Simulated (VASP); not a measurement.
A run of VASP 6.6.1 is set up as follows.

Contents of INCAR:

```
PREC = Accurate
ENCUT = 600
EDIFF = 1E-6
ISMEAR = -1
SIGMA = 0.05
LREAL = False
LASPH = True
NELM = 60
ALGO = Normal
ISIF = 3
LWAVE = False
LCHARG = False
GGA = PE
IBRION = 2
NSW = 60
EDIFFG = -0.005
PSTRESS = 640.0
```

The input KPOINTS:

```
regular mesh
0
Gamma
  16 16 9
```

POSCAR

```
Zr
1.0
    2.8373285421      0.0000000000      0.0000000000
   -1.4186642710      2.4571985963      0.0000000000
    0.0000000000      0.0000000000      4.5964722382
Zr
2
Direct
    0.3333333333      0.6666666667      0.2500000000
    0.6666666667      0.3333333333      0.7500000000
```

Potentials or basis: VASP PAW PBE potentials, release 64 (Zr_sv).

The run is started by

```bash
$ cat potpaw_PBE.64/Zr_sv/POTCAR > POTCAR
$ mpirun -np 1 vasp_std > vasp.out
```

Task: Predict the relaxed volume.

Result: 15.88 Å³/atom.

Task: What does it give for the band gap on the k mesh?

Result: Zero (bands 12 and 13 overlap by 1.56 eV).

Task: What does it give for the relaxed cell?

Result: a = 2.750 Å, b = 2.750 Å, c = 4.847 Å, α = 90.00°, β = 90.00°, γ = 120.00°.

Final structure:
```yaml
crystal:
  lattice:
    - [2.75050, 0.00000, 0.00000]
    - [-1.37525, 2.38200, 0.00000]
    - [0.00000, 0.00000, 4.84679]
  atoms:
    - { symbol: Zr, position: [0.33333, 0.66667, 0.25000] }
    - { symbol: Zr, position: [0.66667, 0.33333, 0.75000] }
```

Caveat: the cell is relaxed towards a set pressure, so the run minimises the enthalpy, not the energy.
